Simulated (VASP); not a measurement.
# Si (P6/mmm) in VASP: a series of runs

The runs below take Si through single point, with PBE.

All numbers are computed with VASP 6.6.1; they aren't measurements. Logs are shortened: lines on timing, memory, paths and dates and some standing lists are left out, and cuts for length are marked.

### Step 1. The cell of the first run

It takes space group P6/mmm (No. 191, hexagonal). Conventional cell: a = 2.338 Å, b = 2.338 Å, c = 2.229 Å, α = 90.00°, β = 90.00°, γ = 120.00°. Within 2.9 Å of Si (site symmetry 6/mmm) lie 8 Si at 2.23 to 2.34 Å.

### Step 2. Single point, PBE

File INCAR:

```
SYSTEM = Si
PREC = Accurate
ENCUT = 520
EDIFF = 1E-6
ISMEAR = -1
SIGMA = 0.08
LREAL = .FALSE.
LASPH = .TRUE.
NELM = 100
ALGO = Normal
ISIF = 2
LWAVE = .FALSE.
LCHARG = .FALSE.
GGA = PE
NBANDS = 8
```

File KPOINTS:

```
regular mesh
0
G
  16 16 15
  0 0 0
```

File POSCAR:

```
Si
1.0
    2.3375225675      0.0000000000      0.0000000000
   -1.1687612837      2.0243539254      0.0000000000
    0.0000000000      0.0000000000      2.2291489091
Si
1
Direct
    0.0000000000      0.0000000000      0.0000000000
```

Potentials or basis: VASP PAW PBE potentials, release 64 (Si).

The run is started by

```console
$ cat potpaw_PBE.64/Si/POTCAR > POTCAR
$ mpirun -np 1 vasp_std > vasp.out
```

OUTCAR:

```text
SYSTEM = Si
   PREC = Accurate
   ENCUT = 520
   EDIFF = 1E-6
   ISMEAR = -1
   LREAL = .FALSE.
   LASPH = .TRUE.
   NELM = 100
   ISIF = 2
   GGA = PE

 ion  position               nearest neighbor table
   1  0.000  0.000  0.000-

  LATTYP: Found a hexagonal cell.
 ALAT       =     2.3375225675
 C/A-ratio  =     0.9536373852

  Lattice vectors:

 A1 = (   2.3375225675,   0.0000000000,   0.0000000000)
 A2 = (  -1.1687612837,   2.0243539254,   0.0000000000)
 A3 = (   0.0000000000,   0.0000000000,   2.2291489091)

Analysis of symmetry for initial positions (statically):
=====================================================================
 Subroutine PRICEL returns:
 Original cell was already a primitive cell.

 Routine SETGRP: Setting up the symmetry group for a
 hexagonal supercell.

 Subroutine GETGRP returns: Found 24 space group operations
 (whereof 24 operations were pure point group operations)
 out of a pool of 24 trial point group operations.

The static configuration has the point symmetry D_6h.

Analysis of symmetry for dynamics (positions and initial velocities):
=====================================================================
 Subroutine PRICEL returns:
 Original cell was already a primitive cell.

 Routine SETGRP: Setting up the symmetry group for a
 hexagonal supercell.

 Subroutine GETGRP returns: Found 24 space group operations
 (whereof 24 operations were pure point group operations)
 out of a pool of 24 trial point group operations.

The dynamic configuration has the point symmetry D_6h.

 Subroutine INISYM returns: Found 24 space group operations
 (whereof 24 operations are pure point group operations),
 and found     1 'primitive' translations

----------------------------------------------------------------------------------------

                                     Primitive cell

  volume of cell :      10.5483

  direct lattice vectors                    reciprocal lattice vectors
     2.337522568  0.000000000  0.000000000     0.427803356  0.246992383  0.000000000
    -1.168761284  2.024353925  0.000000000     0.000000000  0.493984766  0.000000000
     0.000000000  0.000000000  2.229148909     0.000000000  0.000000000  0.448601704

  length of vectors
     2.337522568  2.337522567  2.229148909     0.493984766  0.493984766  0.448601704

  position of ions in fractional coordinates (direct lattice)
     0.000000000  0.000000000  0.000000000

  ion indices of the primitive-cell ions
   primitive index   ion index
                 1           1

----------------------------------------------------------------------------------------

 KPOINTS: regular mesh

Automatic generation of k-mesh.
 Grid dimensions read from file:
 generate k-points for:   16   16   15

 Generating k-lattice:

  Cartesian coordinates                     Fractional coordinates (reciprocal lattice)
     0.026737710  0.015437024  0.000000000     0.062500000 -0.000000000  0.000000000
     0.000000000  0.030874048  0.000000000     0.000000000  0.062500000  0.000000000
     0.000000000  0.000000000  0.029906780     0.000000000  0.000000000  0.066666667

  Length of vectors
     0.030874048  0.030874048  0.029906780

  Shift w.r.t. Gamma in fractional coordinates (k-lattice)
     0.000000000  0.000000000  0.000000000

 Subroutine IBZKPT returns following result:
 ===========================================

 Found    240 irreducible k-points:

 Following reciprocal coordinates:
            Coordinates               Weight
  0.000000  0.000000  0.000000      1.000000
  0.062500 -0.000000  0.000000      6.000000
  0.125000 -0.000000  0.000000      6.000000
  0.187500 -0.000000  0.000000      6.000000
  0.250000 -0.000000  0.000000      6.000000
  0.312500 -0.000000  0.000000      6.000000
[... 16 lines left out ...]
  0.187500  0.187500  0.000000      6.000000
  0.250000  0.187500  0.000000     12.000000
 [... further k-points ...]
   k-points           NKPTS =    240   k-points in BZ     NKDIM =    240   number of bands    NBANDS=      8
   number of dos      NEDOS =    301   number of ions     NIONS =      1
   total plane-waves  NPLWV =   5832
   dimension x,y,z NGX =    18 NGY =   18 NGZ =   18
   dimension x,y,z NGXF=    36 NGYF=   36 NGZF=   36
   ions per type =               1
   NGX,Y,Z   is equivalent  to a cutoff of  12.80, 12.80, 13.42 a.u.
   NGXF,Y,Z  is equivalent  to a cutoff of  25.60, 25.60, 26.85 a.u.
 SYSTEM =  Si
   PREC   = accura    normal or accurate (medium, high low for compatibility)
   ISTART =      0    job   : 0-new  1-cont  2-samecut
   ICHARG =      2    charge: 1-file 2-atom 10-const
   ISPIN  =      1    spin polarized calculation?
   LNONCOLLINEAR =      F non collinear calculations
   LSORBIT =      F    spin-orbit coupling
   LASPH  =      T    aspherical Exc in radial PAW
   ENCUT  =  520.0 eV  38.22 Ry    6.18 a.u.   4.35  4.35  4.14*2*pi/ulx,y,z
   NELM   =    100;   NELMIN=  2; NELMDL= -5     # of ELM steps
   EDIFF  = 0.1E-05   stopping-criterion for ELM
   LREAL  =      F    real-space projection
   EDIFFG = 0.1E-04   stopping-criterion for IOM
   NSW    =      0    number of steps for IOM
   IBRION =     -1    ionic relax: 0-MD 1-quasi-New 2-CG
   NFREE  =      0    steps in history (QN), initial steepest desc. (CG)
   ISIF   =      2    stress and relaxation
   ISYM   =      2    0-nonsym 1-usesym 2-fastsym
   POTIM  = 0.5000    time-step for ionic-motion
   TEBEG  =    0.0;   TEEND  =   0.0 temperature during run
   PSTRESS=    0.0 pullay stress
   NELECT =       4.0000    total number of electrons
   NUPDOWN=      -1.0000    fix difference up-down
   EMIN   =  10.00;   EMAX   =-10.00  energy-range for DOS
   EFERMI =   0.00;   METHOD = LEGACY
   ISMEAR =    -1;   SIGMA  =   0.08  broadening in eV -4-tet -1-fermi 0-gaus
   EFERMI_NEDOS =   21; number of points for ismear=-14 and -15
   IALGO  =     38    algorithm
   IMIX   =      4    mixing-type and parameters
     AMIX     =   0.40;   BMIX     =  1.00
     AMIX_MAG =   1.60;   BMIX_MAG =  1.00
  volume/ion in A,a.u.               =      10.55        71.18
  Fermi-wavevector in a.u.,A,eV,Ry     =   1.184953  2.239236 19.104119  1.404113
  Thomas-Fermi vector in A             =   2.321156
   LORBIT       =      0    0 simple, 1 ext, 2 COOP (PROOUT), +10 PAW based schemes
   GGA     = PE    functional components
   LHFCALC =     F    Hartree Fock is set to
   AEXX    =    0.0000 exact exchange contribution
   IVDW    =     0    specifies the selected vdW correction
   LEPSILON=     F    determine dielectric tensor
   LRPA    =     F    only Hartree local field effects (RPA)
 non-spin polarized calculation
  energy-cutoff  :      520.00
  volume of cell :       10.55
 maximum number of plane-waves:       298
 NGX is ok and might be reduce to    18

 number of electron       4.0000000 magnetization

 Free energy of the ion-electron system (eV)
  ---------------------------------------------------
  ext. energy  EPLUGINS =         0.00000000
  ---------------------------------------------------
  free energy    TOTEN  =        -4.25155231 eV

  energy without entropy =       -4.24434806  energy(sigma->0) =       -4.24795018

 E-fermi :  14.5678     XC(G=0): -12.4592

 val. band max:       14.5242413903   @ k =   0.2500   0.0625   0.0000
 cond. band min:      14.5856986674   @ k =   0.2500   0.1875   0.0000
 fundamental gap:      0.0614572770
 Fermi energy:        14.5677578039

 k-point     1 :       0.0000    0.0000    0.0000
  band No.  band energies     occupation
      1      -2.8708      2.00000
      2      22.0818      0.00000
      3      24.6529      0.00000
      4      28.4278      0.00000
      5      28.4278      0.00000
      6      29.4318      0.00000
      7      29.4318      0.00000
      8      34.6199      0.00000

 k-point     2 :       0.0625   -0.0000    0.0000
  band No.  band energies     occupation
      1      -2.7326      2.00000
      2      21.9152      0.00000
      3      24.7638      0.00000
      4      26.3412      0.00000
      5      27.1693      0.00000
      6      30.1354      0.00000
      7      30.9213      0.00000
      8      36.1887      0.00000

 k-point     3 :       0.1250   -0.0000    0.0000
  band No.  band energies     occupation
      1      -2.3187      2.00000
      2      21.0054      0.00000
      3      24.0099      0.00000
      4      25.0966      0.00000
      5      25.7417      0.00000
      6      30.2500      0.00000
      7      33.0395      0.00000
      8      39.3276      0.00000

 k-point     4 :       0.1875   -0.0000    0.0000
  band No.  band energies     occupation
      1      -1.6315      2.00000
      2      18.6846      0.00000
      3      22.9770      0.00000
      4      24.5212      0.00000
      5      25.6521      0.00000
      6      30.3518      0.00000
      7      35.4016      0.00000
      8      41.8629      0.00000

 k-point     5 :       0.2500   -0.0000    0.0000
  band No.  band energies     occupation
      1      -0.6745      2.00000
      2      15.8474      0.00000
      3      22.4912      0.00000
      4      23.5223      0.00000
      5      26.4309      0.00000
      6      30.7826      0.00000
      7      37.9738      0.00000
      8      40.2757      0.00000
[... 177 lines left out ...]
 k-point    22 :       0.4375    0.1250    0.0000
  band No.  band energies     occupation
      1       5.8494      2.00000
      2       6.4333      2.00000
      3      16.3007      0.00000
      4      27.1070      0.00000
      5      31.8390      0.00000
      6      32.4230      0.00000
      7      36.6468      0.00000
      8      36.8345      0.00000

 k-point    23 :       0.1875    0.1875    0.0000
  band No.  band energies     occupation
      1       0.8171      2.00000
      2      15.1073      0.00235
      3      15.4334      0.00004
      4      27.6593      0.00000
      5      27.7935      0.00000
      6      33.4126      0.00000
      7      36.4770      0.00000
      8      39.1513      0.00000

 k-point    24 :       0.2500    0.1875    0.0000
  band No.  band energies     occupation
      1       2.1602      2.00000
      2      12.5311      2.00000
      3      14.5857      0.88834
      4      28.7538      0.00000
      5      28.7773      0.00000
      6      34.1561      0.00000
      7      37.4208      0.00000
      8      37.9828      0.00000

 [... further k-points ...]
[... 5 lines left out ...]
  --------------------------------------------------------------------------------------
  -------------------------------------------------------------------------------------
  Total        5.5217748      5.5217748      5.5383105      0.0000000      0.0000000      0.0000000
  in kB      838.7024978    838.7024978    841.2140998      0.0000000      0.0000000      0.0000000
  external PRESSURE =     839.5396985 kB  Pullay stress =       0.0000000 kB

 VOLUME and BASIS-vectors are now :
 -----------------------------------------------------------------------------
  energy-cutoff  :      520.00
  volume of cell :       10.55
      direct lattice vectors                 reciprocal lattice vectors
     2.337522568  0.000000000  0.000000000     0.427803356  0.246992383  0.000000000
    -1.168761284  2.024353925  0.000000000     0.000000000  0.493984766  0.000000000
     0.000000000  0.000000000  2.229148909     0.000000000  0.000000000  0.448601704

 POSITION                                       TOTAL-FORCE (eV/Angst)
 -----------------------------------------------------------------------------------
      0.00000      0.00000      0.00000         0.000000      0.000000      0.000000
 -----------------------------------------------------------------------------------
    total drift:                               -0.000000      0.000000      0.000000

  FREE ENERGIE OF THE ION-ELECTRON SYSTEM (eV)
  ---------------------------------------------------
  free  energy   TOTEN  =        -4.2515523079 eV

  energy  without entropy=       -4.2443480609  energy(sigma->0) =       -4.24795018
```

It took 17 s on 1 thread of Intel Xeon 8259CL, shared host; peak memory 0.12 GiB.

What came out:

| Item | Value |
| --- | --- |
| Free energy | -4.2516 eV |
| Pressure | 84.0 GPa |
| Band gap on the k mesh | zero (band 2 reaches 22.08 eV, above the bottom of band 3 at 9.70 eV) |

Stress tensor (GPa, compression positive):
```
83.87  0.00  0.00
 0.00 83.87  0.00
 0.00  0.00 84.12
```

### Step 3. Single point, PBE

File INCAR:

```
ALGO     = Normal         # electronic algorithm
EDIFF    = 1E-6           # SCF threshold, eV
ENCUT    = 520            # plane-wave cutoff, eV
GGA      = PE             # functional
ISIF     = 2              # what is computed and relaxed
ISMEAR   = -1             # smearing method
LASPH    = True           # aspherical terms in the spheres
LCHARG   = True           # write CHGCAR
LELF     = True           # ELF
LREAL    = False          # projectors in reciprocal space
LVHAR    = True         
LWAVE    = False          # write WAVECAR
NBANDS   = 8              # bands
NELM     = 80             # most SCF steps
PREC     = Accurate       # precision mode
SIGMA    = 0.08           # smearing width, eV
```

File KPOINTS:

```
k-points
0
Gamma
  16 16 15
```

File POSCAR:

```
Si
1.0
    2.3375225675      0.0000000000      0.0000000000
   -1.1687612837      2.0243539253      0.0000000000
    0.0000000000      0.0000000000      2.2291489091
Si
1
Direct
    0.0000000000      0.0000000000      0.0000000000
```

Potentials or basis: VASP PAW PBE potentials, release 64 (Si).

The run is started by

```console
$ cat potpaw_PBE.64/Si/POTCAR > POTCAR
$ mpirun -np 1 vasp_std > vasp.out
```

Run time: 24 s. Hardware: 1 thread of Intel Xeon 8259CL, shared host; peak memory 0.12 GiB.

It converged, with:

* Free energy: -4.2516 eV
* Pressure: 84.0 GPa
* Band gap on the k mesh: zero (band 2 reaches 22.08 eV, above the bottom of band 3 at 9.70 eV)

Stress tensor (GPa, compression positive):
```
83.87  0.00  0.00
 0.00 83.87  0.00
 0.00  0.00 84.12
```

Levels at points of the mesh, in eV from the Fermi level:
```
           k point  band 1  band 2  band 3  band 4  band 5
(0.00, 0.00, 0.00)  -17.44    7.51   10.09   13.86   13.86
(0.50, 0.00, 0.00)   -9.10   -8.53    6.91    7.18   16.88
```
